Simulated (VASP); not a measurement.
LuGeO:

```xyz
3
Lattice="4.0980 0.0000 0.0000 -2.0490 3.5490 0.0000 0.0000 0.0000 3.6690" Properties=species:S:1:pos:R:3 pbc="T T T"
Lu    2.0490    1.1830    0.0000
Ge    0.0000    0.0000    1.8345
O     0.0000    2.3660    1.8345
```

The cell was built from a structure type or drawn by symmetry, and may not be a known phase.

| Item | Value |
| --- | --- |
| Program | VASP 6.6.1 |
| Task | relaxation of cell and atoms |
| Functional | PBE |
| Potentials or basis | VASP PAW PBE potentials, release 64 (Lu, Ge_d, O) |
| Cutoff | 600 eV |
| k mesh | 6 × 6 × 6 |
| Occupations | gaussian, width 0.1 eV |
| Spin | no spin polarisation |

At the start: pressure -4.2 GPa; volume 17.79 Å³/atom.

Problem. Where does the relaxation end?

Solution. Over 16 steps the energy falls by 19.2 meV/atom and the volume is 16.98 Å³/atom (-4.5 %); space group P-6m2 (No. 187, to 0.1 Å) before and after.

The path:
```
step  energy change (eV)  largest force (eV/Å)  pressure (GPa)  volume (Å³)
   1              0.0000                0.0000           -4.22        53.36
   2             -0.0360                0.0000            1.50        49.82
   3             -0.0396                0.0000            0.15        50.60
   4             -0.0396                0.0000            0.10        50.66
   5             -0.0396                0.0000            0.01        50.71
   6             -0.0402                0.0000           -0.07        50.75
   7             -0.0420                0.0000           -0.26        50.87
   8             -0.0509                0.0000           -0.65        51.09
   9             -0.0538                0.0000           -0.90        51.47
  10             -0.0562                0.0000           -0.94        51.32
  11             -0.0567                0.0000           -0.79        51.26
  12             -0.0570                0.0000           -0.60        51.14
  13             -0.0570                0.0000           -0.47        51.12
  14             -0.0570                0.0000           -0.46        51.13
  15             -0.0572                0.0000           -0.40        51.08
  16             -0.0576                0.0000           -0.22        50.95
```

Final structure:
```xyz
3
Lattice="3.9271 0.0000 0.0000 -1.9635 3.4010 0.0000 0.0000 0.0000 3.8148" Properties=species:S:1:pos:R:3 pbc="T T T"
Lu    1.9635    1.1337    0.0000
Ge    0.0000    0.0000    1.9074
O     0.0000    2.2673    1.9074
```

Caveat: an odd number of electrons without spin polarisation forces a metal; a magnetic or distorted state may lie lower.
